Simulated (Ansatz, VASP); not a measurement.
## SrCl2: VASP beside Ansatz

```
Sr Cl
1.0
     0.00000    3.66000    3.44884
     3.44884    0.00000    3.44884
     3.44884    3.66000    0.00000
Sr Cl
1 2
Direct
  0.00000 0.00000 0.00000
  0.25000 0.25000 0.25000
  0.75000 0.75000 0.75000
```

Change from the starting cell: strain +e along x and -e along y -0.0300, strain +e along z and -e/2 along x and y -0.0200.

Alike in both runs: task single point; functional PBE; k mesh 6 × 6 × 6; occupations gaussian, width 0.05 eV; no spin polarisation.

```csv
,VASP,Ansatz
version,VASP 6.6.1,Ansatz 0.2.0
potentials or method,"VASP PAW PBE potentials, release 64 (Sr_sv, Cl), cutoff 520 eV","scalar-relativistic, plane waves, PAW"
valence electrons in the cell,24,24
```

|  | VASP | Ansatz | Ansatz less VASP |
| --- | --- | --- | --- |
| gap on the k mesh at the Fermi level (eV) | 5.00 | 5.00 | +0.004 |
| least direct gap on the mesh (eV) | 5.30 | 5.31 | +0.001 |
| pressure (GPa) | 0.2 | 0.1 | -0.07 |
| traceless stress, the component that is largest in VASP (GPa) | -1.95 | -1.96 | -0.011 |

The functional is the same, so the differences come from potentials, cutoffs and numerics.
